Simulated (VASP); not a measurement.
Here is a VASP 6.6.1 calculation.

INCAR

```
ALGO = Normal
EDIFF = 1E-6
ENCUT = 520
GGA = PE
ISIF = 2
ISMEAR = -1
LASPH = True
LCHARG = False
LREAL = False
LWAVE = False
NBANDS = 17
NELM = 80
PREC = Accurate
SIGMA = 0.02
```

KPOINTS

```
k-points
0
Gamma
  8 8 8
```

The input POSCAR:

```
PbS
1.0
    2.1005109211      1.2127305457      3.4301899190
   -2.1005109211      1.2127305457      3.4301899190
    0.0000000000     -2.4254610915      3.4301899190
Pb S
1 1
Direct
    0.9781436725      0.9781436725      0.9781436725
    0.4774576575      0.4774576575      0.4774576575
```

Potentials or basis: VASP PAW PBE potentials, release 64 (Pb_d, S).

The run is started by

```console
$ cat potpaw_PBE.64/Pb_d/POTCAR potpaw_PBE.64/S/POTCAR > POTCAR
$ mpirun -np 1 vasp_std > vasp.out
```

(1) What does it give for the largest force?

(2) Predict the band gap on the k mesh.

(3) Predict the pressure.

Answers

(1) 0.003 eV/Å.

(2) 0.38 eV.

(3) 1.8 GPa.

Caveat: spin-orbit coupling is left out, which moves the levels of the heavy elements.
